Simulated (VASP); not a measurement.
# Rh (Fm-3m) in VASP: a series of runs

Rh is run at these levels: PBE, LDA; tasks: single point.

Program: VASP 6.6.1. These are calculated values, not measurements. Logs are shortened: lines on timing, memory, paths and dates and some standing lists are left out, and cuts for length are marked.

**1. The cell of the first run**

Symmetry: Fm-3m, No. 225, cubic system. The conventional cell has a = 3.803 Å, b = 3.803 Å, c = 3.803 Å, α = 90.00°, β = 90.00°, γ = 90.00°. Within 3.5 Å of Rh (site symmetry m-3m) lie 12 Rh at 2.69 Å.

**2. Single point, PBE**

Input file INCAR:

```
PREC     = Accurate       # precision mode
ENCUT    = 520            # plane-wave cutoff, eV
EDIFF    = 1E-7           # SCF threshold, eV
ISMEAR   = -1             # smearing method
SIGMA    = 0.08           # smearing width, eV
LREAL    = F              # projectors in reciprocal space
LASPH    = T              # aspherical terms in the spheres
NELM     = 60             # most SCF steps
ALGO     = Normal         # electronic algorithm
ISIF     = 2              # what is computed and relaxed
LWAVE    = F              # write WAVECAR
LCHARG   = F              # write CHGCAR
GGA      = PE             # functional
NBANDS   = 14             # bands
```

Input file KPOINTS:

```
Automatic mesh
0
Gamma
  8 8 8
```

Input file POSCAR:

```
Rh
1.0
    0.0000000000      1.9015500000      1.9015500000
    1.9015500000      0.0000000000      1.9015500000
    1.9015500000      1.9015500000      0.0000000000
Rh
1
Direct
    0.0000000000      0.0000000000      0.0000000000
```

Potentials or basis: VASP PAW PBE potentials, release 64 (Rh_pv).

The run is started by

```sh
cat potpaw_PBE.64/Rh_pv/POTCAR > POTCAR
mpirun -np 1 vasp_std > vasp.out
```

OUTCAR:

```text
PREC = Accurate
   ENCUT = 520
   EDIFF = 1E-7
   ISMEAR = -1
   LREAL = F
   LASPH = T
   NELM = 60
   ISIF = 2
   GGA = PE

 ion  position               nearest neighbor table
   1  0.000  0.000  0.000-

  LATTYP: Found a face centered cubic cell.
 ALAT       =     3.8031000000

  Lattice vectors:

 A1 = (   0.0000000000,   1.9015500000,   1.9015500000)
 A2 = (   1.9015500000,   0.0000000000,   1.9015500000)
 A3 = (   1.9015500000,   1.9015500000,   0.0000000000)

Analysis of symmetry for initial positions (statically):
=====================================================================
 Subroutine PRICEL returns:
 Original cell was already a primitive cell.

 Routine SETGRP: Setting up the symmetry group for a
 face centered cubic supercell.

 Subroutine GETGRP returns: Found 48 space group operations
 (whereof 48 operations were pure point group operations)
 out of a pool of 48 trial point group operations.

The static configuration has the point symmetry O_h .

Analysis of symmetry for dynamics (positions and initial velocities):
=====================================================================
 Subroutine PRICEL returns:
 Original cell was already a primitive cell.

 Routine SETGRP: Setting up the symmetry group for a
 face centered cubic supercell.

 Subroutine GETGRP returns: Found 48 space group operations
 (whereof 48 operations were pure point group operations)
 out of a pool of 48 trial point group operations.

The dynamic configuration has the point symmetry O_h .

 Subroutine INISYM returns: Found 48 space group operations
 (whereof 48 operations are pure point group operations),
 and found     1 'primitive' translations

----------------------------------------------------------------------------------------

                                     Primitive cell

  volume of cell :      13.7516

  direct lattice vectors                    reciprocal lattice vectors
     0.000000000  1.901550000  1.901550000    -0.262943388  0.262943388  0.262943388
     1.901550000  0.000000000  1.901550000     0.262943388 -0.262943388  0.262943388
     1.901550000  1.901550000  0.000000000     0.262943388  0.262943388 -0.262943388

  length of vectors
     2.689197800  2.689197800  2.689197800     0.455431308  0.455431308  0.455431308

  position of ions in fractional coordinates (direct lattice)
     0.000000000  0.000000000  0.000000000

  ion indices of the primitive-cell ions
   primitive index   ion index
                 1           1

----------------------------------------------------------------------------------------
[... 81 lines left out ...]
   NELECT =      15.0000    total number of electrons
   NUPDOWN=      -1.0000    fix difference up-down
   EMIN   =  10.00;   EMAX   =-10.00  energy-range for DOS
   EFERMI =   0.00;   METHOD = LEGACY
   ISMEAR =    -1;   SIGMA  =   0.08  broadening in eV -4-tet -1-fermi 0-gaus
   EFERMI_NEDOS =   21; number of points for ismear=-14 and -15
   IALGO  =     38    algorithm
   IMIX   =      4    mixing-type and parameters
     AMIX     =   0.40;   BMIX     =  1.00
     AMIX_MAG =   1.60;   BMIX_MAG =  1.00
  volume/ion in A,a.u.               =      13.75        92.80
  Fermi-wavevector in a.u.,A,eV,Ry     =   1.685211  3.184586 38.639656  2.839935
  Thomas-Fermi vector in A             =   2.768095
   LORBIT       =      0    0 simple, 1 ext, 2 COOP (PROOUT), +10 PAW based schemes
   GGA     = PE    functional components
   LHFCALC =     F    Hartree Fock is set to
   AEXX    =    0.0000 exact exchange contribution
   IVDW    =     0    specifies the selected vdW correction
   LEPSILON=     F    determine dielectric tensor
   LRPA    =     F    only Hartree local field effects (RPA)
 non-spin polarized calculation
  energy-cutoff  :      520.00
  volume of cell :       13.75
 maximum number of plane-waves:       388
   NGX =  9   NGY =  9   NGZ =  9

 number of electron      15.0000007 magnetization

 Free energy of the ion-electron system (eV)
  ---------------------------------------------------
  ext. energy  EPLUGINS =         0.00000000
  ---------------------------------------------------
  free energy    TOTEN  =        -7.24061807 eV

  energy without entropy =       -7.20239079  energy(sigma->0) =       -7.22150443

 E-fermi :  11.9433     XC(G=0): -14.0251

 val. band max:       11.9118325119   @ k =  -0.3750   0.2500   0.0000
 cond. band min:      12.0019940244   @ k =   0.3750   0.0000   0.0000
 fundamental gap:      0.0901615126
 Fermi energy:        11.9432960822

 k-point     1 :       0.0000    0.0000    0.0000
  band No.  band energies     occupation
      1     -34.4416      2.00000
      2     -34.4416      2.00000
      3     -34.4416      2.00000
      4       3.9432      2.00000
      5       8.8443      2.00000
      6       8.8443      2.00000
      7       8.8443      2.00000
      8      10.9365      1.99999
      9      10.9365      1.99999
     10      27.8898      0.00000
     11      32.5060      0.00000
     12      33.3571      0.00000
     13      33.3571      0.00000
     14      33.3571      0.00000
[... 377 lines left out ...]
      1     -35.0750      2.00000
      2     -34.7353      2.00000
      3     -34.6046      2.00000
      4       6.9184      2.00000
      5       7.7747      2.00000
      6       9.2601      2.00000
      7       9.9178      2.00000
      8      12.3031      0.02204
      9      17.3339      0.00000
     10      20.3551      0.00000
     11      27.9780      0.00000
     12      28.7459      0.00000
     13      32.5075      0.00000
     14      33.0946      0.00000

 [... further k-points ...]

------------------------ aborting loop because EDIFF is reached ----------------------------------------

  FORCE on cell =-STRESS in cart. coord.  units (eV):
  Direction    XX          YY          ZZ          XY          YZ          ZX
  --------------------------------------------------------------------------------------
  -------------------------------------------------------------------------------------
  Total        0.5929660      0.5929660      0.5929660      0.0000000     -0.0000000     -0.0000000
  in kB       69.0855343     69.0855343     69.0855343      0.0000000     -0.0000000     -0.0000000
  external PRESSURE =      69.0855343 kB  Pullay stress =       0.0000000 kB

 VOLUME and BASIS-vectors are now :
 -----------------------------------------------------------------------------
  energy-cutoff  :      520.00
  volume of cell :       13.75
      direct lattice vectors                 reciprocal lattice vectors
     0.000000000  1.901550000  1.901550000    -0.262943388  0.262943388  0.262943388
     1.901550000  0.000000000  1.901550000     0.262943388 -0.262943388  0.262943388
     1.901550000  1.901550000  0.000000000     0.262943388  0.262943388 -0.262943388

 POSITION                                       TOTAL-FORCE (eV/Angst)
 -----------------------------------------------------------------------------------
      0.00000      0.00000      0.00000         0.000000      0.000000      0.000000
 -----------------------------------------------------------------------------------
    total drift:                                0.000000     -0.000000      0.000000

  FREE ENERGIE OF THE ION-ELECTRON SYSTEM (eV)
  ---------------------------------------------------
  free  energy   TOTEN  =        -7.2406180741 eV

  energy  without entropy=       -7.2023907917  energy(sigma->0) =       -7.22150443
```

OSZICAR:

```text
N       E                     dE             d eps       ncg     rms          rms(c)
DAV:   1     0.116237992673E+03    0.11624E+03   -0.88085E+03   820   0.114E+03
DAV:   2    -0.625419268132E+01   -0.12249E+03   -0.11737E+03   926   0.339E+02
DAV:   3    -0.771376163583E+01   -0.14596E+01   -0.14557E+01   962   0.405E+01
DAV:   4    -0.771929079593E+01   -0.55292E-02   -0.55275E-02   938   0.257E+00
DAV:   5    -0.771934014372E+01   -0.49348E-04   -0.49349E-04   932   0.218E-01    0.102E+01
DAV:   6    -0.725744422295E+01    0.46190E+00   -0.86943E-01   830   0.123E+01    0.368E+00
DAV:   7    -0.724393924603E+01    0.13505E-01   -0.12183E-02   950   0.133E+00    0.179E+00
DAV:   8    -0.724067344810E+01    0.32658E-02   -0.20799E-03   848   0.619E-01    0.147E-01
DAV:   9    -0.724061747814E+01    0.55970E-04   -0.36844E-05   884   0.793E-02    0.109E-02
DAV:  10    -0.724061826075E+01   -0.78261E-06   -0.23076E-06   914   0.178E-02    0.216E-03
DAV:  11    -0.724061809782E+01    0.16293E-06   -0.45023E-08   634   0.272E-03    0.908E-04
DAV:  12    -0.724061807408E+01    0.23739E-07   -0.52566E-09   412   0.934E-04
   1 F= -.72406181E+01 E0= -.72215044E+01  d E =-.382273E-01
```

stdout:

```text
POSCAR found type information on POSCAR Rh
 POSCAR found :  1 types and       1 ions
 scaLAPACK will be used
 LDA part: xc-table for (Slater+PW92), standard interpolation
 POSCAR, INCAR and KPOINTS ok, starting setup
 FFT: planning ... GRIDC
 FFT: planning ... GRID_SOFT
 FFT: planning ... GRID
 WAVECAR not read
 entering main loop
```

Run time: 10 s. Hardware: 1 thread of Intel Xeon 8259CL, shared host; peak memory 0.12 GiB.

What came out:

```
Free energy : -7.2406 eV
Pressure    : 6.9 GPa
```

**3. Single point, PBE**

Input file INCAR:

```
SYSTEM = Rh
PREC     = Accurate       ! precision mode
ENCUT    = 520            ! plane-wave cutoff, eV
EDIFF    = 1E-6           ! SCF threshold, eV
ISMEAR   = -1             ! smearing method
SIGMA    = 0.08           ! smearing width, eV
LREAL    = .FALSE.        ! projectors in reciprocal space
LASPH    = .TRUE.         ! aspherical terms in the spheres
NELM     = 80             ! most SCF steps
ALGO     = Normal         ! electronic algorithm
ISIF     = 2              ! what is computed and relaxed
LWAVE    = .FALSE.        ! write WAVECAR
LCHARG   = .FALSE.        ! write CHGCAR
GGA      = PE             ! functional
NBANDS   = 14             ! bands
```

Input file KPOINTS:

```
regular mesh
0
G
  12 12 12
  0 0 0
```

POSCAR is that of step 2.

Potentials or basis: VASP PAW PBE potentials, release 64 (Rh_pv).

The run is started by

```sh
cat potpaw_PBE.64/Rh_pv/POTCAR > POTCAR
mpirun -np 1 vasp_std > vasp.out
```

It took 18 s on 1 thread of Intel Xeon 8259CL, shared host; peak memory 0.13 GiB.

The run converged. Its results:

```yaml
Free_energy: -7.2674 eV
Pressure: 5.9 GPa
```

Levels at points of the mesh, in eV from the Fermi level:
```tsv
k point	band 3	band 4	band 5	band 6	band 7	band 8	band 9	band 10	band 11	band 12
(0.00, 0.00, 0.00)	-46.38	-7.94	-3.07	-3.07	-3.07	-0.99	-0.99	16.01	20.51	21.47
(0.50, 0.00, 0.00)	-46.48	-6.11	-3.15	-3.15	0.57	0.57	0.75	8.65	15.52	20.51
(0.50, 0.50, 0.00)	-46.65	-6.31	-5.94	0.54	0.99	0.99	3.28	12.28	13.34	13.34
```

**4. Single point, PBE**

Input file INCAR:

```
ALGO     = Normal         # electronic algorithm
EDIFF    = 1E-7           # SCF threshold, eV
ENCUT    = 520            # plane-wave cutoff, eV
GGA      = PE             # functional
ISIF     = 2              # what is computed and relaxed
ISMEAR   = -1             # smearing method
LASPH    = T              # aspherical terms in the spheres
LCHARG   = F              # write CHGCAR
LREAL    = F              # projectors in reciprocal space
LWAVE    = F              # write WAVECAR
NBANDS   = 14             # bands
NELM     = 80             # most SCF steps
PREC     = Accurate       # precision mode
SIGMA    = 0.08           # smearing width, eV
```

Input file KPOINTS:

```
k-points
0
Gamma
  22 22 22
```

POSCAR is that of step 3.

The run is started by

```sh
cat potpaw_PBE.64/Rh_pv/POTCAR > POTCAR
mpirun -np 1 vasp_std > vasp.out
```

It took 78 s on 1 thread of Intel Xeon 8259CL, shared host; peak memory 0.17 GiB.

The run converged. Its results:

```yaml
Free_energy: -7.2673 eV
Pressure: 6.0 GPa
```

Levels at points of the mesh, in eV from the Fermi level:
| k point | band 3 | band 4 | band 5 | band 6 | band 7 | band 8 | band 9 | band 10 | band 11 | band 12 |
| --- | --- | --- | --- | --- | --- | --- | --- | --- | --- | --- |
| (0.00, 0.00, 0.00) | -46.37 | -7.95 | -3.07 | -3.07 | -3.07 | -0.98 | -0.98 | 16.00 | 20.54 | 21.46 |
| (0.50, 0.00, 0.00) | -46.47 | -6.11 | -3.15 | -3.15 | 0.58 | 0.58 | 0.74 | 8.65 | 15.51 | 20.54 |
| (0.50, 0.50, 0.00) | -46.64 | -6.31 | -5.94 | 0.55 | 0.99 | 0.99 | 3.27 | 12.28 | 13.33 | 13.33 |

**5. Single point, LDA**

Input file INCAR:

```
ALGO = Normal
EDIFF = 1E-6
ENCUT = 520
ISIF = 2
ISMEAR = -1
LASPH = T
LCHARG = F
LREAL = F
LWAVE = F
NBANDS = 14
NELM = 60
PREC = Accurate
SIGMA = 0.08
```

Input file KPOINTS:

```
k-points
0
Gamma
  16 16 16
```

POSCAR is that of step 4.

Potentials or basis: VASP PAW LDA potentials, release 64 (Rh_pv).

The run is started by

```sh
cat potpaw_LDA.64/Rh_pv/POTCAR > POTCAR
mpirun -np 1 vasp_std > vasp.out
```

Wall time 27 s (1 thread of Intel Xeon 8259CL, shared host); peak memory 0.14 GiB.

The run converged. Its results:

```yaml
Free_energy: -8.6815 eV
Pressure: -10.2 GPa
```

Levels at points of the mesh, in eV from the Fermi level:
```csv
k point,band 5,band 6,band 7,band 8,band 9,band 10
"(0.00, 0.00, 0.00)",-3.10,-3.10,-3.10,-0.98,-0.98,15.95
"(0.50, 0.00, 0.00)",-3.17,-3.17,0.59,0.59,0.70,8.59
"(0.50, 0.50, 0.00)",-5.98,0.57,1.00,1.00,3.20,12.24
```

**6. Single point, PBE**

Input file INCAR:

```
SYSTEM = Rh
PREC = Accurate
ENCUT = 520
EDIFF = 1E-7
ISMEAR = -1
SIGMA = 0.08
LREAL = .False.
LASPH = .True.
NELM = 60
ALGO = Normal
ISIF = 2
LWAVE = .False.
LCHARG = .True.
GGA = PE
LELF = .True.
LVHAR = .True.
NBANDS = 14
```

Input file KPOINTS:

```
regular mesh
0
Gamma
  16 16 16
  0 0 0
```

POSCAR is that of step 5.

Potentials or basis: VASP PAW PBE potentials, release 64 (Rh_pv).

The run is started by

```sh
cat potpaw_PBE.64/Rh_pv/POTCAR > POTCAR
mpirun -np 1 vasp_std > vasp.out
```

OUTCAR:

```text
SYSTEM = Rh
   PREC = Accurate
   ENCUT = 520
   EDIFF = 1E-7
   ISMEAR = -1
   LREAL = .False.
   LASPH = .True.
   NELM = 60
   ISIF = 2
   GGA = PE

 ion  position               nearest neighbor table
   1  0.000  0.000  0.000-

  LATTYP: Found a face centered cubic cell.
 ALAT       =     3.8031000000

  Lattice vectors:

 A1 = (   0.0000000000,   1.9015500000,   1.9015500000)
 A2 = (   1.9015500000,   0.0000000000,   1.9015500000)
 A3 = (   1.9015500000,   1.9015500000,   0.0000000000)

Analysis of symmetry for initial positions (statically):
=====================================================================
 Subroutine PRICEL returns:
 Original cell was already a primitive cell.

 Routine SETGRP: Setting up the symmetry group for a
 face centered cubic supercell.

 Subroutine GETGRP returns: Found 48 space group operations
 (whereof 48 operations were pure point group operations)
 out of a pool of 48 trial point group operations.

The static configuration has the point symmetry O_h .

[... 166 lines left out ...]
      1     -34.4754      2.00000
      2     -34.4754      2.00000
      3     -34.4754      2.00000
      4       3.9428      2.00000
      5       8.8259      2.00000
      6       8.8259      2.00000
      7       8.8259      2.00000
      8      10.9112      1.99999
      9      10.9112      1.99999
     10      27.8964      0.00000
     11      32.4385      0.00000
     12      33.3561      0.00000
     13      33.3561      0.00000
     14      33.3561      0.00000
[... 377 lines left out ...]
      1     -34.5446      2.00000
      2     -34.4963      2.00000
      3     -34.4808      2.00000
      4       4.3549      2.00000
      5       8.6261      2.00000
      6       8.9717      2.00000
      7       9.0193      2.00000
      8      10.7244      2.00000
      9      10.9364      1.99999
     10      28.4780      0.00000
     11      31.6626      0.00000
     12      32.4401      0.00000
     13      33.4070      0.00000
     14      34.2116      0.00000

 [... further k-points ...]

------------------------ aborting loop because EDIFF is reached ----------------------------------------

  FORCE on cell =-STRESS in cart. coord.  units (eV):
  Direction    XX          YY          ZZ          XY          YZ          ZX
  --------------------------------------------------------------------------------------
  -------------------------------------------------------------------------------------
  Total        0.5208063      0.5208063      0.5208063      0.0000000      0.0000000      0.0000000
  in kB       60.6783282     60.6783282     60.6783282      0.0000000      0.0000000      0.0000000
  external PRESSURE =      60.6783282 kB  Pullay stress =       0.0000000 kB

 VOLUME and BASIS-vectors are now :
 -----------------------------------------------------------------------------
  energy-cutoff  :      520.00
  volume of cell :       13.75
      direct lattice vectors                 reciprocal lattice vectors
     0.000000000  1.901550000  1.901550000    -0.262943388  0.262943388  0.262943388
     1.901550000  0.000000000  1.901550000     0.262943388 -0.262943388  0.262943388
     1.901550000  1.901550000  0.000000000     0.262943388  0.262943388 -0.262943388

 POSITION                                       TOTAL-FORCE (eV/Angst)
 -----------------------------------------------------------------------------------
      0.00000      0.00000      0.00000         0.000000      0.000000      0.000000
 -----------------------------------------------------------------------------------
    total drift:                                0.000000      0.000000      0.000000

  FREE ENERGIE OF THE ION-ELECTRON SYSTEM (eV)
  ---------------------------------------------------
  free  energy   TOTEN  =        -7.2675556238 eV

  energy  without entropy=       -7.2379634688  energy(sigma->0) =       -7.25275955
```

It took 33 s on 1 thread of Intel Xeon 8259CL, shared host; peak memory 0.14 GiB.

Results:

```yaml
Free_energy: -7.2676 eV
Pressure: 6.1 GPa
```

**7. The runs side by side**

```tsv
level	potentials or basis	k mesh	gap on the mesh (eV)	pressure (GPa)
PBE	VASP PAW PBE potentials, release 64 (Rh_pv)	8 × 8 × 8	none	6.9
PBE	VASP PAW PBE potentials, release 64 (Rh_pv)	12 × 12 × 12	none	5.9
PBE	VASP PAW PBE potentials, release 64 (Rh_pv)	22 × 22 × 22	none	6.0
LDA	VASP PAW LDA potentials, release 64 (Rh_pv)	16 × 16 × 16	none	-10.2
PBE	VASP PAW PBE potentials, release 64 (Rh_pv)	16 × 16 × 16	none	6.1
```

Alike in all rows: task single point; no spin polarisation; cell as given; cutoff (eV) 520; smearing fermi-dirac 0.08 eV.

Absolute energies hang on the potentials; compare differences alone.
